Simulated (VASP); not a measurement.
# In (Im-3m) in VASP: notebook

Runs on In. Level: PBEsol. Tasks: single point, relaxation of cell and atoms.

Program: VASP 6.6.1. These are calculated values, not measurements. Logs are shortened: lines on timing, memory, paths and dates and some standing lists are left out, and cuts for length are marked.

## (1) The cell of the first run

It takes space group Im-3m (No. 229, cubic). Conventional cell: a = 2.808 Å, b = 2.808 Å, c = 2.808 Å, α = 90.00°, β = 90.00°, γ = 90.00°. In (site symmetry m-3m) has 14 In at 2.43 to 2.81 Å within 3.2 Å.

## (2) Single point, PBEsol

Contents of INCAR:

```
ALGO = Normal
EDIFF = 1E-7
ENCUT = 520
GGA = PS
ISIF = 2
ISMEAR = -1
LASPH = T
LCHARG = F
LREAL = F
LWAVE = F
NBANDS = 12
NELM = 100
PREC = Accurate
SIGMA = 0.05
```

Contents of KPOINTS:

```
k-points
0
Gamma
  19 19 19
```

Contents of POSCAR:

```
In
1.0
   -1.4041165364      1.4041165364      1.4041165364
    1.4041165364     -1.4041165364      1.4041165364
    1.4041165364      1.4041165364     -1.4041165364
In
1
Direct
    0.0000000000      0.0000000000      0.0000000000
```

Potentials or basis: VASP PAW PBE potentials, release 64 (In_d).

Command:

```bash
> cat potpaw_PBE.64/In_d/POTCAR > POTCAR
> mpirun -np 1 vasp_std > vasp.out
```

OUTCAR:

```text
EDIFF = 1E-7
   ENCUT = 520
   GGA = PS
   ISIF = 2
   ISMEAR = -1
   LASPH = T
   LREAL = F
   NELM = 100
   PREC = Accurate

 ion  position               nearest neighbor table
   1  0.000  0.000  0.000-

  LATTYP: Found a body centered cubic cell.
 ALAT       =     2.8082330728

  Lattice vectors:

 A1 = (  -1.4041165364,   1.4041165364,   1.4041165364)
 A2 = (   1.4041165364,  -1.4041165364,   1.4041165364)
 A3 = (   1.4041165364,   1.4041165364,  -1.4041165364)

Analysis of symmetry for initial positions (statically):
=====================================================================
 Subroutine PRICEL returns:
 Original cell was already a primitive cell.

 Routine SETGRP: Setting up the symmetry group for a
 body centered cubic supercell.

 Subroutine GETGRP returns: Found 48 space group operations
 (whereof 48 operations were pure point group operations)
 out of a pool of 48 trial point group operations.

The static configuration has the point symmetry O_h .

Analysis of symmetry for dynamics (positions and initial velocities):
=====================================================================
 Subroutine PRICEL returns:
 Original cell was already a primitive cell.

 Routine SETGRP: Setting up the symmetry group for a
 body centered cubic supercell.

 Subroutine GETGRP returns: Found 48 space group operations
 (whereof 48 operations were pure point group operations)
 out of a pool of 48 trial point group operations.

The dynamic configuration has the point symmetry O_h .

 Subroutine INISYM returns: Found 48 space group operations
 (whereof 48 operations are pure point group operations),
 and found     1 'primitive' translations

----------------------------------------------------------------------------------------

                                     Primitive cell

  volume of cell :      11.0731

  direct lattice vectors                    reciprocal lattice vectors
    -1.404116536  1.404116536  1.404116536     0.000000000  0.356095799  0.356095799
     1.404116536 -1.404116536  1.404116536     0.356095799  0.000000000  0.356095799
     1.404116536  1.404116536 -1.404116536     0.356095799  0.356095799  0.000000000

  length of vectors
     2.432001181  2.432001181  2.432001181     0.503595509  0.503595509  0.503595509

  position of ions in fractional coordinates (direct lattice)
     0.000000000  0.000000000  0.000000000

  ion indices of the primitive-cell ions
   primitive index   ion index
                 1           1

----------------------------------------------------------------------------------------

 KPOINTS: k-points

Automatic generation of k-mesh.
 Grid dimensions read from file:
 generate k-points for:   19   19   19

 Generating k-lattice:

  Cartesian coordinates                     Fractional coordinates (reciprocal lattice)
     0.000000000  0.018741884  0.018741884     0.052631579  0.000000000  0.000000000
     0.018741884  0.000000000  0.018741884     0.000000000  0.052631579  0.000000000
     0.018741884  0.018741884  0.000000000     0.000000000  0.000000000  0.052631579

  Length of vectors
     0.026505027  0.026505027  0.026505027

  Shift w.r.t. Gamma in fractional coordinates (k-lattice)
     0.000000000  0.000000000  0.000000000

 Subroutine IBZKPT returns following result:
 ===========================================

 Found    220 irreducible k-points:

 Following reciprocal coordinates:
            Coordinates               Weight
  0.000000  0.000000  0.000000      1.000000
  0.052632  0.000000  0.000000     12.000000
  0.105263  0.000000  0.000000     12.000000
  0.157895  0.000000  0.000000     12.000000
  0.210526  0.000000  0.000000     12.000000
  0.263158  0.000000  0.000000     12.000000
[... 16 lines left out ...]
  0.263158  0.105263 -0.000000     48.000000
  0.315789  0.105263 -0.000000     48.000000
 [... further k-points ...]
   k-points           NKPTS =    220   k-points in BZ     NKDIM =    220   number of bands    NBANDS=     12
   number of dos      NEDOS =    301   number of ions     NIONS =      1
   total plane-waves  NPLWV =   5832
   dimension x,y,z NGX =    18 NGY =   18 NGZ =   18
   dimension x,y,z NGXF=    36 NGYF=   36 NGZF=   36
   ions per type =               1
   NGX,Y,Z   is equivalent  to a cutoff of  12.30, 12.30, 12.30 a.u.
   NGXF,Y,Z  is equivalent  to a cutoff of  24.61, 24.61, 24.61 a.u.
 SYSTEM =  unknown system
   PREC   = accura    normal or accurate (medium, high low for compatibility)
   ISTART =      0    job   : 0-new  1-cont  2-samecut
   ICHARG =      2    charge: 1-file 2-atom 10-const
   ISPIN  =      1    spin polarized calculation?
   LNONCOLLINEAR =      F non collinear calculations
   LSORBIT =      F    spin-orbit coupling
   LASPH  =      T    aspherical Exc in radial PAW
   ENCUT  =  520.0 eV  38.22 Ry    6.18 a.u.   4.52  4.52  4.52*2*pi/ulx,y,z
   NELM   =    100;   NELMIN=  2; NELMDL= -5     # of ELM steps
   EDIFF  = 0.1E-06   stopping-criterion for ELM
   LREAL  =      F    real-space projection
   EDIFFG = 0.1E-05   stopping-criterion for IOM
   NSW    =      0    number of steps for IOM
   IBRION =     -1    ionic relax: 0-MD 1-quasi-New 2-CG
   NFREE  =      0    steps in history (QN), initial steepest desc. (CG)
   ISIF   =      2    stress and relaxation
   ISYM   =      2    0-nonsym 1-usesym 2-fastsym
   POTIM  = 0.5000    time-step for ionic-motion
   TEBEG  =    0.0;   TEEND  =   0.0 temperature during run
   PSTRESS=    0.0 pullay stress
   NELECT =      13.0000    total number of electrons
   NUPDOWN=      -1.0000    fix difference up-down
   EMIN   =  10.00;   EMAX   =-10.00  energy-range for DOS
   EFERMI =   0.00;   METHOD = LEGACY
   ISMEAR =    -1;   SIGMA  =   0.05  broadening in eV -4-tet -1-fermi 0-gaus
   EFERMI_NEDOS =   21; number of points for ismear=-14 and -15
   IALGO  =     38    algorithm
   IMIX   =      4    mixing-type and parameters
     AMIX     =   0.40;   BMIX     =  1.00
     AMIX_MAG =   1.60;   BMIX_MAG =  1.00
  volume/ion in A,a.u.               =      11.07        74.73
  Fermi-wavevector in a.u.,A,eV,Ry     =   1.727028  3.263610 40.581102  2.982627
  Thomas-Fermi vector in A             =   2.802229
   LORBIT       =      0    0 simple, 1 ext, 2 COOP (PROOUT), +10 PAW based schemes
   GGA     = PS    functional components
   LHFCALC =     F    Hartree Fock is set to
   AEXX    =    0.0000 exact exchange contribution
   IVDW    =     0    specifies the selected vdW correction
   LEPSILON=     F    determine dielectric tensor
   LRPA    =     F    only Hartree local field effects (RPA)
 non-spin polarized calculation
  energy-cutoff  :      520.00
  volume of cell :       11.07
 maximum number of plane-waves:       321
 NGX is ok and might be reduce to    18
   NGX =  9   NGY =  9   NGZ =  9

 number of electron      12.9999995 magnetization

 Free energy of the ion-electron system (eV)
  ---------------------------------------------------
  ext. energy  EPLUGINS =         0.00000000
  ---------------------------------------------------
  free energy    TOTEN  =         3.43352576 eV

  energy without entropy =        3.43618453  energy(sigma->0) =        3.43485515

 E-fermi :  23.8381     XC(G=0): -15.2569

 val. band max:       23.8288239794   @ k =  -0.4737   0.4737   0.4211
 cond. band min:      23.8411020294   @ k =  -0.3684   0.4211   0.1053
 fundamental gap:      0.0122780500
 Fermi energy:        23.8381347379

 k-point     1 :       0.0000    0.0000    0.0000
  band No.  band energies     occupation
      1       4.3919      2.00000
      2       4.9358      2.00000
      3       4.9358      2.00000
      4       4.9358      2.00000
      5       6.7944      2.00000
      6       6.7944      2.00000
      7      36.5057      0.00000
      8      36.5057      0.00000
      9      36.5057      0.00000
     10      46.2066      0.00000
     11      46.2066      0.00000
     12      47.8661      0.00000

 k-point     2 :       0.0526    0.0000    0.0000
  band No.  band energies     occupation
      1       4.5111      2.00000
      2       4.9067      2.00000
      3       4.9507      2.00000
      4       5.0090      2.00000
      5       6.7618      2.00000
      6       6.7960      2.00000
      7      36.3177      0.00000
      8      36.5036      0.00000
      9      36.6170      0.00000
     10      44.8580      0.00000
     11      45.5539      0.00000
     12      46.8398      0.00000

 k-point     3 :       0.1053    0.0000    0.0000
  band No.  band energies     occupation
      1       4.7004      2.00000
      2       4.8232      2.00000
      3       5.1511      2.00000
      4       5.2238      2.00000
      5       6.6827      2.00000
      6       6.8014      2.00000
      7      35.6462      0.00000
      8      36.4039      0.00000
      9      36.9382      0.00000
     10      43.4425      0.00000
     11      44.0019      0.00000
     12      44.9283      0.00000

 k-point     4 :       0.1579    0.0000    0.0000
  band No.  band energies     occupation
      1       4.6581      2.00000
      2       4.6963      2.00000
      3       5.5660      2.00000
      4       5.7991      2.00000
      5       6.6116      2.00000
      6       6.8115      2.00000
      7      34.2779      0.00000
      8      35.9815      0.00000
      9      37.4313      0.00000
     10      42.7472      0.00000
     11      42.8070      0.00000
     12      42.8174      0.00000

 k-point     5 :       0.2105    0.0000    0.0000
  band No.  band energies     occupation
      1       4.4917      2.00000
      2       4.5415      2.00000
      3       6.0106      2.00000
      4       6.4461      2.00000
      5       6.8270      2.00000
      6       6.9070      2.00000
      7      32.2170      0.00000
      8      35.1554      0.00000
      9      38.0370      0.00000
     10      40.7067      0.00000
     11      42.1323      0.00000
     12      43.1024      0.00000
[... 228 lines left out ...]
      1       4.4803      2.00000
      2       4.7393      2.00000
      3       5.6305      2.00000
      4       6.4387      2.00000
      5       6.7462      2.00000
      6       7.6560      2.00000
      7      32.3444      0.00000
      8      33.8111      0.00000
      9      37.9510      0.00000
     10      38.5215      0.00000
     11      42.9678      0.00000
     12      45.0523      0.00000

 k-point    22 :       0.2105    0.1053    0.0000
  band No.  band energies     occupation
      1       4.3087      2.00000
      2       4.5431      2.00000
      3       6.0757      2.00000
      4       6.4301      2.00000
      5       6.8644      2.00000
      6       8.8652      2.00000
      7      29.9467      0.00000
      8      32.7778      0.00000
      9      36.6781      0.00000
     10      38.8493      0.00000
     11      43.7270      0.00000
     12      44.7861      0.00000

 k-point    23 :       0.2632    0.1053   -0.0000
  band No.  band energies     occupation
      1       4.1129      2.00000
      2       4.3498      2.00000
      3       6.4521      2.00000
      4       6.5127      2.00000
      5       6.9968      2.00000
      6      10.3335      2.00000
      7      27.3321      0.00000
      8      31.8692      0.00000
      9      35.3403      0.00000
     10      39.4566      0.00000
     11      44.3682      0.00000
     12      44.7503      0.00000

 k-point    24 :       0.3158    0.1053   -0.0000
  band No.  band energies     occupation
      1       3.9137      2.00000
      2       4.2021      2.00000
      3       6.5358      2.00000
      4       6.7126      2.00000
      5       7.2749      2.00000
      6      11.9889      2.00000
      7      24.7435      0.00000
      8      31.1126      0.00000
      9      34.2400      0.00000
     10      40.0012      0.00000
     11      44.3460      0.00000
     12      45.1527      0.00000

 [... further k-points ...]

------------------------ aborting loop because EDIFF is reached ----------------------------------------

  FORCE on cell =-STRESS in cart. coord.  units (eV):
  Direction    XX          YY          ZZ          XY          YZ          ZX
  --------------------------------------------------------------------------------------
  -------------------------------------------------------------------------------------
  Total       22.2673619     22.2673619     22.2673619      0.0000000     -0.0000000     -0.0000000
  in kB     3221.8839760   3221.8839760   3221.8839760      0.0000000     -0.0000000     -0.0000000
  external PRESSURE =    3221.8839760 kB  Pullay stress =       0.0000000 kB

 VOLUME and BASIS-vectors are now :
 -----------------------------------------------------------------------------
  energy-cutoff  :      520.00
  volume of cell :       11.07
      direct lattice vectors                 reciprocal lattice vectors
    -1.404116536  1.404116536  1.404116536     0.000000000  0.356095799  0.356095799
     1.404116536 -1.404116536  1.404116536     0.356095799  0.000000000  0.356095799
     1.404116536  1.404116536 -1.404116536     0.356095799  0.356095799  0.000000000

 POSITION                                       TOTAL-FORCE (eV/Angst)
 -----------------------------------------------------------------------------------
      0.00000      0.00000      0.00000        -0.000000     -0.000000      0.000000
 -----------------------------------------------------------------------------------
    total drift:                                0.000000      0.000000      0.000000

  FREE ENERGIE OF THE ION-ELECTRON SYSTEM (eV)
  ---------------------------------------------------
  free  energy   TOTEN  =         3.4335257628 eV

  energy  without entropy=        3.4361845312  energy(sigma->0) =        3.43485515
```

Wall time 38 s (1 thread of Intel Xeon Platinum 8259CL at 2.50GHz (Skylake/Cascade Lake), shared host); peak memory 0.14 GiB.

Results:

```yaml
Free_energy: 3.4335 eV
Pressure: 322.2 GPa
```

Caveat: the PAW data sets were made with another functional, which shifts forces and pressure a little; spin-orbit coupling is left out, which moves the levels of the heavy elements.

[end of part 1 of 2]
